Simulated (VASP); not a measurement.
# TiC (rocksalt type) (Fm-3m) in VASP: a series of runs

The runs below take TiC (rocksalt type) through single point, relaxation of cell and atoms, with PBE.

Program: VASP 6.6.1. These are calculated values, not measurements. Logs are shortened: lines on timing, memory, paths and dates and some standing lists are left out, and cuts for length are marked.

## Step 1: The cell of the first run

It takes space group Fm-3m (No. 225, cubic). The conventional cell has a = 4.333 Å, b = 4.333 Å, c = 4.333 Å, α = 90.00°, β = 90.00°, γ = 90.00°. Within 2.9 Å of Ti (site symmetry m-3m) lie 6 C at 2.17 Å. Within 2.9 Å of C (site symmetry m-3m) lie 6 Ti at 2.17 Å.

## Step 2: Single point, PBE

INCAR reads:

```
PREC = Accurate ; ENCUT = 520
EDIFF = 1E-6 ; ISMEAR = -1
SIGMA = 0.05 ; LREAL = F
LASPH = T ; NELM = 100
ALGO = Normal ; ISIF = 2
LWAVE = F ; LCHARG = F
GGA = PE ; NBANDS = 15
```

KPOINTS reads:

```
regular mesh
0
Gamma
  17 17 17
```

POSCAR reads:

```
TiC
1.0
    0.0000000000      2.1663639411      2.1663639411
    2.1663639411      0.0000000000      2.1663639411
    2.1663639411      2.1663639411      0.0000000000
Ti C
1 1
Direct
    0.0000000000      0.0000000000      0.0000000000
    0.5000000000      0.5000000000      0.5000000000
```

Potentials or basis: VASP PAW PBE potentials, release 64 (Ti_sv, C).

Launch:

```
> cat potpaw_PBE.64/Ti_sv/POTCAR potpaw_PBE.64/C/POTCAR > POTCAR
> mpirun -np 1 vasp_std > vasp.out
```

OUTCAR:

```text
PREC = Accurate
   ENCUT = 520
   EDIFF = 1E-6
   ISMEAR = -1
   LREAL = F
   LASPH = T
   NELM = 100
   ISIF = 2
   GGA = PE

 ion  position               nearest neighbor table
   1  0.000  0.000  0.000-   2 2.17   2 2.17   2 2.17   2 2.17   2 2.17   2 2.17
   2  0.500  0.500  0.500-   1 2.17   1 2.17   1 2.17   1 2.17   1 2.17   1 2.17

  LATTYP: Found a face centered cubic cell.
 ALAT       =     4.3327278822

  Lattice vectors:

 A1 = (   0.0000000000,   2.1663639411,   2.1663639411)
 A2 = (   2.1663639411,   0.0000000000,   2.1663639411)
 A3 = (   2.1663639411,   2.1663639411,   0.0000000000)

Analysis of symmetry for initial positions (statically):
=====================================================================
 Subroutine PRICEL returns:
 Original cell was already a primitive cell.

 Routine SETGRP: Setting up the symmetry group for a
 face centered cubic supercell.

 Subroutine GETGRP returns: Found 48 space group operations
 (whereof 48 operations were pure point group operations)
 out of a pool of 48 trial point group operations.

The static configuration has the point symmetry O_h .

Analysis of symmetry for dynamics (positions and initial velocities):
=====================================================================
 Subroutine PRICEL returns:
 Original cell was already a primitive cell.

 Routine SETGRP: Setting up the symmetry group for a
 face centered cubic supercell.

 Subroutine GETGRP returns: Found 48 space group operations
 (whereof 48 operations were pure point group operations)
 out of a pool of 48 trial point group operations.

The dynamic configuration has the point symmetry O_h .

 Subroutine INISYM returns: Found 48 space group operations
 (whereof 48 operations are pure point group operations),
 and found     1 'primitive' translations

----------------------------------------------------------------------------------------

                                     Primitive cell

  volume of cell :      20.3341

  direct lattice vectors                    reciprocal lattice vectors
     0.000000000  2.166363941  2.166363941    -0.230801478  0.230801478  0.230801478
     2.166363941  0.000000000  2.166363941     0.230801478 -0.230801478  0.230801478
     2.166363941  2.166363941  0.000000000     0.230801478  0.230801478 -0.230801478

  length of vectors
     3.063701267  3.063701267  3.063701267     0.399759887  0.399759887  0.399759887

  position of ions in fractional coordinates (direct lattice)
     0.000000000  0.000000000  0.000000000
     0.500000000  0.500000000  0.500000000

  ion indices of the primitive-cell ions
   primitive index   ion index
                 1           1
                 2           2

----------------------------------------------------------------------------------------

 KPOINTS: regular mesh

Automatic generation of k-mesh.
 Grid dimensions read from file:
 generate k-points for:   17   17   17

 Generating k-lattice:

  Cartesian coordinates                     Fractional coordinates (reciprocal lattice)
    -0.013576558  0.013576558  0.013576558     0.058823529  0.000000000  0.000000000
     0.013576558 -0.013576558  0.013576558     0.000000000  0.058823529  0.000000000
     0.013576558  0.013576558 -0.013576558     0.000000000  0.000000000  0.058823529

  Length of vectors
     0.023515287  0.023515287  0.023515287

  Shift w.r.t. Gamma in fractional coordinates (k-lattice)
     0.000000000  0.000000000  0.000000000

 Subroutine IBZKPT returns following result:
 ===========================================

 Found    165 irreducible k-points:

 Following reciprocal coordinates:
            Coordinates               Weight
  0.000000  0.000000  0.000000      1.000000
  0.058824  0.000000  0.000000      8.000000
  0.117647  0.000000  0.000000      8.000000
  0.176471  0.000000  0.000000      8.000000
  0.235294  0.000000  0.000000      8.000000
  0.294118  0.000000  0.000000      8.000000
[... 16 lines left out ...]
 -0.176471  0.058824  0.000000     24.000000
 -0.117647  0.058824  0.000000     24.000000
 [... further k-points ...]
   k-points           NKPTS =    165   k-points in BZ     NKDIM =    165   number of bands    NBANDS=     15
   number of dos      NEDOS =    301   number of ions     NIONS =      2
   total plane-waves  NPLWV =  13824
   dimension x,y,z NGX =    24 NGY =   24 NGZ =   24
   dimension x,y,z NGXF=    48 NGYF=   48 NGZF=   48
   ions per type =               1   1
   NGX,Y,Z   is equivalent  to a cutoff of  13.02, 13.02, 13.02 a.u.
   NGXF,Y,Z  is equivalent  to a cutoff of  26.05, 26.05, 26.05 a.u.
 SYSTEM =  unknown system
   PREC   = accura    normal or accurate (medium, high low for compatibility)
   ISTART =      0    job   : 0-new  1-cont  2-samecut
   ICHARG =      2    charge: 1-file 2-atom 10-const
   ISPIN  =      1    spin polarized calculation?
   LNONCOLLINEAR =      F non collinear calculations
   LSORBIT =      F    spin-orbit coupling
   LASPH  =      T    aspherical Exc in radial PAW
   ENCUT  =  520.0 eV  38.22 Ry    6.18 a.u.   5.70  5.70  5.70*2*pi/ulx,y,z
   NELM   =    100;   NELMIN=  2; NELMDL= -5     # of ELM steps
   EDIFF  = 0.1E-05   stopping-criterion for ELM
   LREAL  =      F    real-space projection
   EDIFFG = 0.1E-04   stopping-criterion for IOM
   NSW    =      0    number of steps for IOM
   IBRION =     -1    ionic relax: 0-MD 1-quasi-New 2-CG
   NFREE  =      0    steps in history (QN), initial steepest desc. (CG)
   ISIF   =      2    stress and relaxation
   ISYM   =      2    0-nonsym 1-usesym 2-fastsym
   POTIM  = 0.5000    time-step for ionic-motion
   TEBEG  =    0.0;   TEEND  =   0.0 temperature during run
   PSTRESS=    0.0 pullay stress
   NELECT =      16.0000    total number of electrons
   NUPDOWN=      -1.0000    fix difference up-down
   EMIN   =  10.00;   EMAX   =-10.00  energy-range for DOS
   EFERMI =   0.00;   METHOD = LEGACY
   ISMEAR =    -1;   SIGMA  =   0.05  broadening in eV -4-tet -1-fermi 0-gaus
   EFERMI_NEDOS =   21; number of points for ismear=-14 and -15
   IALGO  =     38    algorithm
   IMIX   =      4    mixing-type and parameters
     AMIX     =   0.40;   BMIX     =  1.00
     AMIX_MAG =   1.60;   BMIX_MAG =  1.00
  volume/ion in A,a.u.               =      10.17        68.61
  Fermi-wavevector in a.u.,A,eV,Ry     =   1.511379  2.856092 31.079336  2.284267
  Thomas-Fermi vector in A             =   2.621444
   LORBIT       =      0    0 simple, 1 ext, 2 COOP (PROOUT), +10 PAW based schemes
   GGA     = PE    functional components
   LHFCALC =     F    Hartree Fock is set to
   AEXX    =    0.0000 exact exchange contribution
   IVDW    =     0    specifies the selected vdW correction
   LEPSILON=     F    determine dielectric tensor
   LRPA    =     F    only Hartree local field effects (RPA)
 non-spin polarized calculation
  energy-cutoff  :      520.00
  volume of cell :       20.33
 maximum number of plane-waves:       560
   NGX = 11   NGY = 11   NGZ = 11

 number of electron      16.0000000 magnetization

 Free energy of the ion-electron system (eV)
  ---------------------------------------------------
  ext. energy  EPLUGINS =         0.00000000
  ---------------------------------------------------
  free energy    TOTEN  =       -18.71029313 eV

  energy without entropy =      -18.70755531  energy(sigma->0) =      -18.70892422

 E-fermi :   9.4041     XC(G=0): -12.6932

 val. band max:        9.3815813764   @ k =   0.2941   0.2353   0.0000
 cond. band min:       9.4373420964   @ k =  -0.0588   0.0588   0.0000
 fundamental gap:      0.0557607199
 Fermi energy:         9.4041386054

 k-point     1 :       0.0000    0.0000    0.0000
  band No.  band energies     occupation
      1     -47.1901      2.00000
      2     -23.2147      2.00000
      3     -23.2147      2.00000
      4     -23.2147      2.00000
      5      -2.9908      2.00000
      6      10.0948      0.00000
      7      10.0948      0.00000
      8      10.0948      0.00000
      9      11.0781      0.00000
     10      11.0781      0.00000
     11      11.0781      0.00000
     12      11.1124      0.00000
     13      11.1124      0.00000
     14      19.8710      0.00000
     15      23.4305      0.00000

 k-point     2 :       0.0588    0.0000    0.0000
  band No.  band energies     occupation
      1     -47.1877      2.00000
      2     -23.2320      2.00000
      3     -23.2163      2.00000
      4     -23.2163      2.00000
      5      -2.9125      2.00000
      6       9.6941      0.00604
      7       9.9205      0.00007
      8       9.9205      0.00007
      9      10.4404      0.00000
     10      10.4404      0.00000
     11      11.2966      0.00000
     12      12.0385      0.00000
     13      12.0385      0.00000
     14      20.0143      0.00000
     15      23.4629      0.00000

 k-point     3 :       0.1176    0.0000    0.0000
  band No.  band energies     occupation
      1     -47.1807      2.00000
      2     -23.2814      2.00000
      3     -23.2210      2.00000
      4     -23.2210      2.00000
      5      -2.6819      2.00000
      6       8.8880      1.99993
      7       9.2128      1.95736
      8       9.2128      1.95736
      9      10.4848      0.00000
     10      10.4848      0.00000
     11      11.6089      0.00000
     12      13.0348      0.00000
     13      13.0348      0.00000
     14      20.3717      0.00000
     15      23.4877      0.00000
[... 343 lines left out ...]
 k-point    23 :      -0.1765    0.0588    0.0000
  band No.  band energies     occupation
      1     -47.1643      2.00000
      2     -23.3874      2.00000
      3     -23.2481      2.00000
      4     -23.2246      2.00000
      5      -2.1031      2.00000
      6       7.4925      2.00000
      7       8.0684      2.00000
      8       8.3232      2.00000
      9      10.6512      0.00000
     10      11.1224      0.00000
     11      12.1271      0.00000
     12      13.8167      0.00000
     13      14.9163      0.00000
     14      20.8579      0.00000
     15      23.4382      0.00000

 k-point    24 :      -0.1176    0.0588    0.0000
  band No.  band energies     occupation
      1     -47.1756      2.00000
      2     -23.3106      2.00000
      3     -23.2371      2.00000
      4     -23.2186      2.00000
      5      -2.5092      2.00000
      6       8.4353      2.00000
      7       8.7274      2.00000
      8       8.9163      1.99988
      9      10.3699      0.00000
     10      10.8989      0.00000
     11      11.8993      0.00000
     12      12.9023      0.00000
     13      13.9443      0.00000
     14      20.6171      0.00000
     15      23.4776      0.00000

 [... further k-points ...]
[... 5 lines left out ...]
  --------------------------------------------------------------------------------------
  -------------------------------------------------------------------------------------
  Total        0.0291918      0.0291918      0.0291918     -0.0000000      0.0000000     -0.0000000
  in kB        2.3001009      2.3001009      2.3001009     -0.0000000      0.0000000     -0.0000000
  external PRESSURE =       2.3001009 kB  Pullay stress =       0.0000000 kB

 VOLUME and BASIS-vectors are now :
 -----------------------------------------------------------------------------
  energy-cutoff  :      520.00
  volume of cell :       20.33
      direct lattice vectors                 reciprocal lattice vectors
     0.000000000  2.166363941  2.166363941    -0.230801478  0.230801478  0.230801478
     2.166363941  0.000000000  2.166363941     0.230801478 -0.230801478  0.230801478
     2.166363941  2.166363941  0.000000000     0.230801478  0.230801478 -0.230801478

 POSITION                                       TOTAL-FORCE (eV/Angst)
 -----------------------------------------------------------------------------------
      0.00000      0.00000      0.00000         0.000000      0.000000      0.000000
      2.16636      2.16636      2.16636        -0.000000     -0.000000     -0.000000
 -----------------------------------------------------------------------------------
    total drift:                                0.000000     -0.000000     -0.000000

  FREE ENERGIE OF THE ION-ELECTRON SYSTEM (eV)
  ---------------------------------------------------
  free  energy   TOTEN  =       -18.7102931296 eV

  energy  without entropy=      -18.7075553119  energy(sigma->0) =      -18.70892422
```

It took 35 s on 1 thread of AMD EPYC 9R45 (Zen 5), shared host; peak memory 0.14 GiB.

What came out:

```yaml
Free_energy: -18.7103 eV
Pressure: 0.2 GPa
Band_gap_on_the_k_mesh: zero (band 8 reaches 10.09 eV, above the bottom of band 9 at 9.00 eV)
```

## Step 3: Relaxation of cell and atoms, PBE

This run uses another cell than the first one, of 10.00 Å³/atom, 0.984 times its volume.

INCAR reads:

```
SYSTEM = TiC
PREC     = Accurate       ! precision mode
ENCUT    = 600            ! plane-wave cutoff, eV
EDIFF    = 1E-6           ! SCF threshold, eV
ISMEAR   = -1             ! smearing method
SIGMA    = 0.05           ! smearing width, eV
LREAL    = .False.        ! projectors in reciprocal space
LASPH    = .True.         ! aspherical terms in the spheres
NELM     = 60             ! most SCF steps
ALGO     = Normal         ! electronic algorithm
ISIF     = 3              ! what is computed and relaxed
LWAVE    = .False.        ! write WAVECAR
LCHARG   = .False.        ! write CHGCAR
GGA      = PE             ! functional
IBRION   = 2              ! ionic algorithm
NSW      = 60             ! ionic steps
EDIFFG   = -0.005         ! ionic threshold
```

KPOINTS reads:

```
Automatic mesh
0
Gamma
  17 17 17
  0 0 0
```

POSCAR reads:

```
TiC
1.0
    0.0000000000      2.1544346900      2.1544346900
    2.1544346900      0.0000000000      2.1544346900
    2.1544346900      2.1544346900      0.0000000000
Ti C
1 1
Direct
    0.0000000000      0.0000000000      0.0000000000
    0.5000000000      0.5000000000      0.5000000000
```

Potentials or basis: VASP PAW PBE potentials, release 64 (Ti_sv, C).

Launch:

```
> cat potpaw_PBE.64/Ti_sv/POTCAR potpaw_PBE.64/C/POTCAR > POTCAR
> mpirun -np 1 vasp_std > vasp.out
```

OUTCAR:

```text
SYSTEM = TiC
   PREC = Accurate
   ENCUT = 600
   EDIFF = 1E-6
   ISMEAR = -1
   LREAL = .False.
   LASPH = .True.
   NELM = 60
   ISIF = 3
   GGA = PE
   IBRION = 2
   NSW = 60
   EDIFFG = -0.005

 ion  position               nearest neighbor table
   1  0.000  0.000  0.000-   2 2.15   2 2.15   2 2.15   2 2.15   2 2.15   2 2.15
   2  0.500  0.500  0.500-   1 2.15   1 2.15   1 2.15   1 2.15   1 2.15   1 2.15

  LATTYP: Found a face centered cubic cell.
 ALAT       =     4.3088693800

  Lattice vectors:

 A1 = (   0.0000000000,   2.1544346900,   2.1544346900)
 A2 = (   2.1544346900,   0.0000000000,   2.1544346900)
 A3 = (   2.1544346900,   2.1544346900,   0.0000000000)

Analysis of symmetry for initial positions (statically):
=====================================================================
 Subroutine PRICEL returns:
 Original cell was already a primitive cell.

 Routine SETGRP: Setting up the symmetry group for a
 face centered cubic supercell.

 Subroutine GETGRP returns: Found 48 space group operations
 (whereof 48 operations were pure point group operations)
 out of a pool of 48 trial point group operations.

The static configuration has the point symmetry O_h .

Analysis of symmetry for dynamics (positions and initial velocities):
=====================================================================
 Subroutine PRICEL returns:
[... 227 lines left out ...]
--------------------------------------- Ionic step        3  -------------------------------------------

 number of electron      16.0000000 magnetization

 Free energy of the ion-electron system (eV)
  ---------------------------------------------------
  ext. energy  EPLUGINS =         0.00000000
  ---------------------------------------------------
  free energy    TOTEN  =       -18.71046134 eV

  energy without entropy =      -18.70772219  energy(sigma->0) =      -18.70909176

 E-fermi :   9.3949     XC(G=0): -12.6893

 val. band max:        9.3725892410   @ k =   0.2941   0.2353   0.0000
 cond. band min:       9.4284045444   @ k =  -0.0588   0.0588   0.0000
 fundamental gap:      0.0558153033
 Fermi energy:         9.3949476355

 k-point     1 :       0.0000    0.0000    0.0000
  band No.  band energies     occupation
      1     -47.2018      2.00000
      2     -23.2272      2.00000
      3     -23.2272      2.00000
      4     -23.2272      2.00000
      5      -2.9956      2.00000
      6      10.0852      0.00000
      7      10.0852      0.00000
      8      10.0852      0.00000
      9      11.0680      0.00000
     10      11.0680      0.00000
     11      11.0680      0.00000
     12      11.1014      0.00000
[... 331 lines left out ...]
 k-point    24 :      -0.1176    0.0588    0.0000
  band No.  band energies     occupation
      1     -47.1873      2.00000
      2     -23.3228      2.00000
      3     -23.2497      2.00000
      4     -23.2311      2.00000
      5      -2.5148      2.00000
      6       8.4268      2.00000
      7       8.7189      2.00000
      8       8.9077      1.99988
      9      10.3600      0.00000
     10      10.8882      0.00000
     11      11.8881      0.00000
     12      12.8898      0.00000

 [... further k-points ...]
[... 5 lines left out ...]
  --------------------------------------------------------------------------------------
  -------------------------------------------------------------------------------------
  Total       -0.0035904     -0.0035904     -0.0035904      0.0000000      0.0000000      0.0000000
  in kB       -0.2826832     -0.2826832     -0.2826832      0.0000000      0.0000000      0.0000000
  external PRESSURE =      -0.2826832 kB  Pullay stress =       0.0000000 kB
[... 17 lines left out ...]
  FREE ENERGIE OF THE ION-ELECTRON SYSTEM (eV)
  ---------------------------------------------------
  free  energy   TOTEN  =       -18.7104613382 eV

  energy  without entropy=      -18.7077221866  energy(sigma->0) =      -18.70909176

 reached required accuracy - stopping structural energy minimisation
```

OSZICAR:

```text
N       E                     dE             d eps       ncg     rms          rms(c)
DAV:   1     0.127716063588E+03    0.12772E+03   -0.92101E+03  3960   0.176E+03
DAV:   2    -0.133639479626E+02   -0.14108E+03   -0.13427E+03  4112   0.406E+02
DAV:   3    -0.237158108935E+02   -0.10352E+02   -0.99809E+01  5224   0.102E+02
[... 32 lines left out ...]
DAV:   6    -0.187103482288E+02   -0.56000E-03   -0.13193E-03  5584   0.190E-01    0.618E-02
DAV:   7    -0.187104561492E+02   -0.10792E-03   -0.15663E-04  4600   0.124E-01    0.515E-03
DAV:   8    -0.187104593739E+02   -0.32247E-05   -0.26212E-05  5348   0.388E-02    0.668E-03
DAV:   9    -0.187104609573E+02   -0.15834E-05   -0.20308E-06  3632   0.140E-02    0.142E-03
DAV:  10    -0.187104613382E+02   -0.38085E-06   -0.44652E-07  2228   0.494E-03
   3 F= -.18710461E+02 E0= -.18709092E+02  d E =-.474833E-02
```

CONTCAR:

```text
TiC
   1.00000000000000
     0.0000000000000000    2.1669064071280335    2.1669064071280335
     2.1669064071280335    0.0000000000000000    2.1669064071280335
     2.1669064071280335    2.1669064071280335    0.0000000000000000
  Ti              C
     1     1
Direct
     0.0000000000000000    0.0000000000000000    0.0000000000000000
     0.5000000000000000    0.5000000000000000    0.5000000000000000

  0.00000000E+00  0.00000000E+00  0.00000000E+00
  0.00000000E+00  0.00000000E+00  0.00000000E+00
```

Wall time 61 s (1 thread of AMD EPYC 9R45 (Zen 5), shared host); peak memory 0.15 GiB.

What came out:

| Item | Value |
| --- | --- |
| Free energy | -18.7105 eV |
| Relaxed volume | 10.17 Å³/atom |
| Relaxed cell | a = 3.064 Å, b = 3.064 Å, c = 3.064 Å, α = 60.00°, β = 60.00°, γ = 60.00° |
| Space group after relaxing (to 0.05 Å) | Fm-3m (No. 225) |
| Energy gained by relaxing | 2.4 meV/atom |
| Ionic steps | 3 |
| Pressure after relaxing | 0.0 GPa |
| Band gap on the k mesh | zero (band 8 reaches 10.09 eV, above the bottom of band 9 at 8.99 eV) |

Step by step:
```
step  energy change (eV)  largest force (eV/Å)  pressure (GPa)  volume (Å³)
   1              0.0000                0.0000            4.43        20.00
   2              0.0031                0.0000           -5.32        20.81
   3             -0.0047                0.0000           -0.03        20.35
```

Final structure:
```cif
data_structure
_symmetry_space_group_name_H-M 'P 1'
_symmetry_Int_Tables_number 1
_cell_length_a 3.0645
_cell_length_b 3.0645
_cell_length_c 3.0645
_cell_angle_alpha 60.000
_cell_angle_beta 60.000
_cell_angle_gamma 60.000
_cell_volume 20.35
loop_
_atom_site_label
_atom_site_type_symbol
_atom_site_fract_x
_atom_site_fract_y
_atom_site_fract_z
_atom_site_occupancy
Ti1 Ti 0.00000 0.00000 0.00000 1
C1 C 0.50000 0.50000 0.50000 1
```

[end of part 1 of 2]
